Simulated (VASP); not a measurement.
# La in VASP: further runs

Runs on La. Level: PBE. Tasks: single point, relaxation of cell and atoms.

Everything below comes from runs of VASP 6.6.1. Logs are shortened: lines on timing, memory, paths and dates and some standing lists are left out, and cuts for length are marked.

### 1 The cell of the first run

Symmetry: P-3m1, No. 164, trigonal system. Conventional cell: a = 3.783 Å, b = 3.783 Å, c = 6.076 Å, α = 90.00°, β = 90.00°, γ = 120.00°. Within 4.8 Å of La (site symmetry 3m) lie 12 La at 3.68 to 3.81 Å.

### 2 Single point, PBE (atom 2 (La) moved by [0.0, 0.0, 0.08] A)

INCAR reads:

```
SYSTEM = La
ALGO     = Normal         ! electronic algorithm
EDIFF    = 1E-6           ! SCF threshold, eV
ENCUT    = 520            ! plane-wave cutoff, eV
GGA      = PE             ! functional
ISIF     = 2              ! what is computed and relaxed
ISMEAR   = -1             ! smearing method
LASPH    = .True.         ! aspherical terms in the spheres
LCHARG   = .True.         ! write CHGCAR
LELF     = .True.         ! ELF
LREAL    = .False.        ! projectors in reciprocal space
LVHAR    = .True.       
LWAVE    = .False.        ! write WAVECAR
NBANDS   = 18             ! bands
NELM     = 80             ! most SCF steps
PREC     = Accurate       ! precision mode
SIGMA    = 0.05           ! smearing width, eV
```

KPOINTS reads:

```
k-points
0
Gamma
  12 12 7
  0 0 0
```

POSCAR reads:

```
La
1.0
    3.7830588365      0.0000000000      0.0000000000
   -1.8915294182      3.2762250564      0.0000000000
    0.0000000000      0.0000000000      6.0761289130
La
2
Direct
    0.3333333333      0.6666666667      0.2500000000
    0.6666666667      0.3333333333      0.7631662776
```

Potentials or basis: VASP PAW PBE potentials, release 64 (La).

The run is started by

```console
> cat potpaw_PBE.64/La/POTCAR > POTCAR
> mpirun -np 1 vasp_std > vasp.out
```

OUTCAR:

```text
SYSTEM = La
   EDIFF = 1E-6
   ENCUT = 520
   GGA = PE
   ISIF = 2
   ISMEAR = -1
   LASPH = .True.
   LREAL = .False.
   NELM = 80
   PREC = Accurate

 ion  position               nearest neighbor table
   1  0.333  0.667  0.250-   2 3.68   2 3.68   2 3.68
   2  0.667  0.333  0.763-   1 3.68   1 3.68   1 3.68

  LATTYP: Found a hexagonal cell.
 ALAT       =     3.7830588365
 C/A-ratio  =     1.6061417957

  Lattice vectors:

 A1 = (   3.7830588365,   0.0000000000,   0.0000000000)
 A2 = (  -1.8915294182,   3.2762250564,   0.0000000000)
 A3 = (   0.0000000000,   0.0000000000,   6.0761289130)

Analysis of symmetry for initial positions (statically):
=====================================================================
 Subroutine PRICEL returns:
 Original cell was already a primitive cell.

 Routine SETGRP: Setting up the symmetry group for a
 hexagonal supercell.

 Subroutine GETGRP returns: Found 12 space group operations
 (whereof  6 operations were pure point group operations)
 out of a pool of 24 trial point group operations.

The static configuration has the point symmetry C_3v.
 The point group associated with its full space group is D_3d.

Analysis of symmetry for dynamics (positions and initial velocities):
=====================================================================
 Subroutine PRICEL returns:
 Original cell was already a primitive cell.

 Routine SETGRP: Setting up the symmetry group for a
 hexagonal supercell.

 Subroutine GETGRP returns: Found 12 space group operations
 (whereof  6 operations were pure point group operations)
 out of a pool of 24 trial point group operations.

The dynamic configuration has the point symmetry C_3v.
 The point group associated with its full space group is D_3d.

 Subroutine INISYM returns: Found 12 space group operations
 (whereof  6 operations are pure point group operations),
 and found     1 'primitive' translations

----------------------------------------------------------------------------------------

                                     Primitive cell

  volume of cell :      75.3085

  direct lattice vectors                    reciprocal lattice vectors
     3.783058836  0.000000000  0.000000000     0.264336359  0.152614668  0.000000000
    -1.891529418  3.276225056  0.000000000     0.000000000  0.305229336  0.000000000
     0.000000000  0.000000000  6.076128913     0.000000000  0.000000000  0.164578470

  length of vectors
     3.783058836  3.783058836  6.076128913     0.305229336  0.305229336  0.164578470

  position of ions in fractional coordinates (direct lattice)
     0.333333333  0.666666667  0.250000000
     0.666666667  0.333333333  0.763166278

  ion indices of the primitive-cell ions
   primitive index   ion index
                 1           1
                 2           2

----------------------------------------------------------------------------------------

 KPOINTS: k-points

Automatic generation of k-mesh.
 Grid dimensions read from file:
 generate k-points for:   12   12    7

 Generating k-lattice:

  Cartesian coordinates                     Fractional coordinates (reciprocal lattice)
     0.022028030  0.012717889  0.000000000     0.083333333 -0.000000000  0.000000000
     0.000000000  0.025435778  0.000000000     0.000000000  0.083333333  0.000000000
     0.000000000  0.000000000  0.023511210     0.000000000  0.000000000  0.142857143

  Length of vectors
     0.025435778  0.025435778  0.023511210

  Shift w.r.t. Gamma in fractional coordinates (k-lattice)
     0.000000000  0.000000000  0.000000000

 Subroutine IBZKPT returns following result:
 ===========================================

 Found    112 irreducible k-points:

 Following reciprocal coordinates:
            Coordinates               Weight
  0.000000  0.000000  0.000000      1.000000
  0.083333  0.000000  0.000000      6.000000
  0.166667  0.000000  0.000000      6.000000
  0.250000  0.000000  0.000000      6.000000
  0.333333 -0.000000  0.000000      6.000000
  0.416667  0.000000  0.000000      6.000000
[... 16 lines left out ...]
  0.166667  0.000000  0.142857      6.000000
  0.000000  0.166667  0.142857      6.000000
 [... further k-points ...]
   k-points           NKPTS =    112   k-points in BZ     NKDIM =    112   number of bands    NBANDS=     18
   number of dos      NEDOS =    301   number of ions     NIONS =      2
   total plane-waves  NPLWV =  37632
   dimension x,y,z NGX =    28 NGY =   28 NGZ =   48
   dimension x,y,z NGXF=    56 NGYF=   56 NGZF=   96
   ions per type =               2
   NGX,Y,Z   is equivalent  to a cutoff of  12.30, 12.30, 13.13 a.u.
   NGXF,Y,Z  is equivalent  to a cutoff of  24.61, 24.61, 26.27 a.u.
 SYSTEM =  La
   PREC   = accura    normal or accurate (medium, high low for compatibility)
   ISTART =      0    job   : 0-new  1-cont  2-samecut
   ICHARG =      2    charge: 1-file 2-atom 10-const
   ISPIN  =      1    spin polarized calculation?
   LNONCOLLINEAR =      F non collinear calculations
   LSORBIT =      F    spin-orbit coupling
   LASPH  =      T    aspherical Exc in radial PAW
   ENCUT  =  520.0 eV  38.22 Ry    6.18 a.u.   7.03  7.03 11.30*2*pi/ulx,y,z
   NELM   =     80;   NELMIN=  2; NELMDL= -5     # of ELM steps
   EDIFF  = 0.1E-05   stopping-criterion for ELM
   LREAL  =      F    real-space projection
   EDIFFG = 0.1E-04   stopping-criterion for IOM
   NSW    =      0    number of steps for IOM
   IBRION =     -1    ionic relax: 0-MD 1-quasi-New 2-CG
   NFREE  =      0    steps in history (QN), initial steepest desc. (CG)
   ISIF   =      2    stress and relaxation
   ISYM   =      2    0-nonsym 1-usesym 2-fastsym
   POTIM  = 0.5000    time-step for ionic-motion
   TEBEG  =    0.0;   TEEND  =   0.0 temperature during run
   PSTRESS=    0.0 pullay stress
   NELECT =      22.0000    total number of electrons
   NUPDOWN=      -1.0000    fix difference up-down
   EMIN   =  10.00;   EMAX   =-10.00  energy-range for DOS
   EFERMI =   0.00;   METHOD = LEGACY
   ISMEAR =    -1;   SIGMA  =   0.05  broadening in eV -4-tet -1-fermi 0-gaus
   EFERMI_NEDOS =   21; number of points for ismear=-14 and -15
   IALGO  =     38    algorithm
   IMIX   =      4    mixing-type and parameters
     AMIX     =   0.40;   BMIX     =  1.00
     AMIX_MAG =   1.60;   BMIX_MAG =  1.00
  volume/ion in A,a.u.               =      37.65       254.10
  Fermi-wavevector in a.u.,A,eV,Ry     =   1.086262  2.052737 16.054391  1.179964
  Thomas-Fermi vector in A             =   2.222394
   LORBIT       =      0    0 simple, 1 ext, 2 COOP (PROOUT), +10 PAW based schemes
   GGA     = PE    functional components
   LHFCALC =     F    Hartree Fock is set to
   AEXX    =    0.0000 exact exchange contribution
   IVDW    =     0    specifies the selected vdW correction
   LEPSILON=     F    determine dielectric tensor
   LRPA    =     F    only Hartree local field effects (RPA)
 non-spin polarized calculation
  energy-cutoff  :      520.00
  volume of cell :       75.31
 maximum number of plane-waves:      2046
   NGX = 15   NGY = 15   NGZ = 23

 number of electron      21.9999998 magnetization

 Free energy of the ion-electron system (eV)
  ---------------------------------------------------
  ext. energy  EPLUGINS =         0.00000000
  ---------------------------------------------------
  free energy    TOTEN  =        -9.72733915 eV

  energy without entropy =       -9.69662215  energy(sigma->0) =       -9.71198065

 E-fermi :   7.7180     XC(G=0):  -9.5038

 val. band max:        7.7132683045   @ k =   0.0000   0.2500   0.1429
 cond. band min:       7.7188704836   @ k =   0.4167   0.0000   0.2857
 fundamental gap:      0.0056021791
 Fermi energy:         7.7180301143

 k-point     1 :       0.0000    0.0000    0.0000
  band No.  band energies     occupation
      1     -25.1559      2.00000
      2     -24.9553      2.00000
      3      -9.5178      2.00000
      4      -8.3782      2.00000
      5      -8.3782      2.00000
      6      -8.1903      2.00000
[... 10 lines left out ...]
     17       9.3549      0.00000
     18       9.4774      0.00000

 k-point     2 :       0.0833    0.0000    0.0000
  band No.  band energies     occupation
      1     -25.1454      2.00000
      2     -24.9506      2.00000
      3      -9.4899      2.00000
      4      -8.4499      2.00000
      5      -8.4008      2.00000
      6      -8.2631      2.00000
[... 10 lines left out ...]
     17       9.3502      0.00000
     18       9.4557      0.00000

 k-point     3 :       0.1667    0.0000    0.0000
  band No.  band energies     occupation
      1     -25.1161      2.00000
      2     -24.9384      2.00000
      3      -9.4098      2.00000
      4      -8.6414      2.00000
      5      -8.4595      2.00000
      6      -8.4534      2.00000
[... 10 lines left out ...]
     17       9.4444      0.00000
     18       9.5023      0.00000

 k-point     4 :       0.2500    0.0000    0.0000
  band No.  band energies     occupation
      1     -25.0738      2.00000
      2     -24.9232      2.00000
      3      -9.2887      2.00000
      4      -8.8949      2.00000
      5      -8.6953      2.00000
      6      -8.5350      2.00000
[... 375 lines left out ...]
      4      -8.4386      2.00000
      5      -8.3916      2.00000
      6      -8.3060      2.00000
[... 10 lines left out ...]
     17       9.3822      0.00000
     18       9.5167      0.00000

 k-point    23 :       0.1667    0.0000    0.1429
  band No.  band energies     occupation
      1     -25.1078      2.00000
      2     -24.9470      2.00000
      3      -9.3647      2.00000
      4      -8.6340      2.00000
      5      -8.4842      2.00000
      6      -8.4484      2.00000
[... 10 lines left out ...]
     17       9.4477      0.00000
     18       9.5219      0.00000

 k-point    24 :       0.0000    0.1667    0.1429
  band No.  band energies     occupation
      1     -25.1078      2.00000
      2     -24.9470      2.00000
      3      -9.3651      2.00000
      4      -8.6193      2.00000
      5      -8.5025      2.00000
      6      -8.4489      2.00000
[... 10 lines left out ...]
     17       9.4808      0.00000
     18       9.5144      0.00000

 [... further k-points ...]

------------------------ aborting loop because EDIFF is reached ----------------------------------------

  FORCE on cell =-STRESS in cart. coord.  units (eV):
  Direction    XX          YY          ZZ          XY          YZ          ZX
  --------------------------------------------------------------------------------------
  -------------------------------------------------------------------------------------
  Total        0.0509633      0.0509633      0.0715571      0.0000000      0.0000000      0.0000000
  in kB        1.0842366      1.0842366      1.5223670      0.0000000      0.0000000      0.0000000
  external PRESSURE =       1.2302801 kB  Pullay stress =       0.0000000 kB

 VOLUME and BASIS-vectors are now :
 -----------------------------------------------------------------------------
  energy-cutoff  :      520.00
  volume of cell :       75.31
      direct lattice vectors                 reciprocal lattice vectors
     3.783058836  0.000000000  0.000000000     0.264336359  0.152614668  0.000000000
    -1.891529418  3.276225056  0.000000000     0.000000000  0.305229336  0.000000000
     0.000000000  0.000000000  6.076128913     0.000000000  0.000000000  0.164578470

 POSITION                                       TOTAL-FORCE (eV/Angst)
 -----------------------------------------------------------------------------------
     -0.00000      2.18415      1.51903        -0.000000      0.000000      0.116835
      1.89153      1.09208      4.63710         0.000000     -0.000000     -0.116835
 -----------------------------------------------------------------------------------
    total drift:                                0.000000     -0.000000     -0.000031

  FREE ENERGIE OF THE ION-ELECTRON SYSTEM (eV)
  ---------------------------------------------------
  free  energy   TOTEN  =        -9.7273391497 eV

  energy  without entropy=       -9.6966221477  energy(sigma->0) =       -9.71198065
```

It took 99 s on 1 thread of Oxide Virtual Turin-like, shared host; peak memory 0.26 GiB.

Results:

```
Free energy            : -9.7273 eV
Pressure               : 0.1 GPa
Largest force          : 0.117 eV/Å
Band gap on the k mesh : zero (bands 11 and 12 overlap by 1.29 eV)
```

Forces in eV/Å, atoms in the order of the input:
```
La   0.000  0.000  0.117
La   0.000  0.000 -0.117
```

Levels at points of the mesh, in eV from the Fermi level:
| k point | band 8 | band 9 | band 10 | band 11 | band 12 | band 13 | band 14 | band 15 |
| --- | --- | --- | --- | --- | --- | --- | --- | --- |
| (0.00, 0.00, 0.00) | -15.86 | -3.17 | -1.73 | 1.11 | 1.30 | 1.30 | 1.53 | 1.62 |
| (0.50, 0.00, 0.00) | -16.06 | -1.57 | -1.13 | -1.09 | 1.16 | 1.19 | 1.33 | 1.49 |

Caveat: the cell differs from its parent crystal (atom 2 (La) moved by [0.0, 0.0, 0.08] A); spin-orbit coupling is left out, which moves the levels of the heavy elements.

[end of part 1 of 2]

The gap in the log of VASP goes by the Fermi energy; the results here count the filled bands.